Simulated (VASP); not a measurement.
Runs of VASP 6.6.1 on Pt. The structure is that of space group Fm-3m (No. 225), or close to it. The cells are those of the table. 

| cell | gap on the mesh (eV) | pressure (GPa) |
| --- | --- | --- |
| a = 2.759 Å, angles 60.0°, 1 atom | none | 3.6 |
| a = 2.765 Å, angles 60.0°, 1 atom | none | (b) |
| a = 2.742 Å, angles 60.0°, 1 atom | none | 9.6 |
| a = 2.772 Å, angles 60.0°, 1 atom | none | -0.4 |
| a = 2.769 Å, angles 60.0°, 1 atom | none | (a) |

Alike in all rows: task single point; level PBEsol; potentials or basis VASP PAW PBE potentials, release 64 (Pt); no spin polarisation; k mesh 24 × 24 × 24; cutoff (eV) 520; smearing fermi-dirac 0.1 eV.

Fill in the values left out.

(a) 0.6; (b) 1.6.

Caveats: the PAW data sets were made with another functional, which shifts forces and pressure a little; spin-orbit coupling is left out, which moves the levels of the heavy elements.

A k mesh can miss the band edges, and the runs leave out spin-orbit coupling on Pt.

A gap of «none» marks levels without a gap at the run's occupations.
